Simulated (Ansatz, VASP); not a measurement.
## VN: VASP beside Ansatz

Contents of INCAR:

```
  PREC = Accurate
  ENCUT = 600
  EDIFF = 1E-6
  ISMEAR = 0
  SIGMA = 0.1
  LREAL = F
  LASPH = T
  NELM = 200
  ALGO = Normal
  ISIF = 2
  LWAVE = F
  LCHARG = F
  ISPIN = 2
  MAGMOM = 0.3 0
  LORBIT = 11
  LMAXMIX = 4
  GGA = PE
  NBANDS = 20
  GGA_COMPAT = F
```

File KPOINTS:

```
regular mesh
0
Gamma
  2 2 2
```

POSCAR

```
VN
1.0
    0.0000000000      2.0624650000      2.0624650000
    2.0624650000      0.0000000000      2.0624650000
    2.0624650000      2.0624650000      0.0000000000
V N
1 1
Direct
    0.0000000000      0.0000000000      0.0000000000
    0.5000000000      0.5000000000      0.5000000000
```

Input for Ansatz:

```yaml
crystal:
  lattice:
    - [0.0, 2.062465, 2.062465]
    - [2.062465, 0.0, 2.062465]
    - [2.062465, 2.062465, 0.0]
  atoms:
    - { symbol: V, position: [0.0, 0.0, 0.0], spin: 0.3 }
    - { symbol: "N", position: [0.5, 0.5, 0.5] }
basis:
  ecutwfc: 420
kpoints:
  mp_grid: { grid: [2, 2, 2] }
hamiltonian:
  xc: pbe
scf:
  occupations: { method: gaussian, width: 0.1 }
  lower_state_search: "off"
output:
  forces: true
  stress: true
  eigenvalues: true
  populations: true
magnetization:
  spin_polarized: true
accuracy: high
```

Alike in both runs: task single point; functional PBE; k mesh 2 × 2 × 2; occupations gaussian, width 0.1 eV; collinear spin.

|  | VASP | Ansatz |
| --- | --- | --- |
| version | VASP 6.6.1 | Ansatz 0.2.0 |
| potentials or method | VASP PAW PBE potentials, release 64 (V_sv, N), cutoff 600 eV | scalar-relativistic, plane waves, PAW |
| valence electrons in the cell | 18 | 18 |

|  | VASP | Ansatz | Ansatz less VASP |
| --- | --- | --- | --- |
| pressure (GPa) | -0.9 | -1.1 | -0.29 |
| net moment per atom (μB) | 0.00 | 0.00 | -0.001 |

The functional is the same, so the differences come from potentials, cutoffs and numerics. Ansatz's warnings: filled band counts differ across k points, seeded moment not kept.

The k mesh is coarse, so the values compare programs but aren't converged.
